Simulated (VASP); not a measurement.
Input of a VASP 6.6.1 run:

Contents of INCAR:

```
SYSTEM = TaN
  ALGO = Normal
  EDIFF = 1E-6
  ENCUT = 520
  GGA = PS
  ISIF = 2
  ISMEAR = 0
  LASPH = .TRUE.
  LCHARG = .FALSE.
  LREAL = .FALSE.
  LWAVE = .FALSE.
  NBANDS = 24
  NELM = 60
  PREC = Accurate
  SIGMA = 0.1
```

The input KPOINTS:

```
k-points
0
G
  16 16 12
  0 0 0
```

File POSCAR:

```
TaN
1.0
    2.1878447014      2.1878447014      0.0000000000
   -2.1878447014      2.1878447014      0.0000000000
    0.0000000000      0.0000000000      4.1787833797
Ta N
2 2
Direct
    0.5000000000      0.5000000000      0.0000000000
    0.0000000000      0.0000000000      0.5000000000
    0.0000000000      0.0000000000      0.0000000000
    0.5000000000      0.5000000000      0.5000000000
```

Potentials or basis: VASP PAW PBE potentials, release 64 (Ta_pv, N).

Run with:

```console
$ cat potpaw_PBE.64/Ta_pv/POTCAR potpaw_PBE.64/N/POTCAR > POTCAR
$ mpirun -np 1 vasp_std > vasp.out
```

(1) Predict the band gap on the k mesh.

(2) What does it give for the pressure?

## Answers

(1) zero (bands 16 and 17 overlap by 4.39 eV).

(2) 21.5 GPa.

Caveat: the cell differs from its parent crystal (strain along c alone, the other axes held: -4.5 %); the stress differs along the axes, from 8 to 48 GPa; the PAW data sets were made with another functional, which shifts forces and pressure a little; spin-orbit coupling is left out, which moves the levels of the heavy elements.
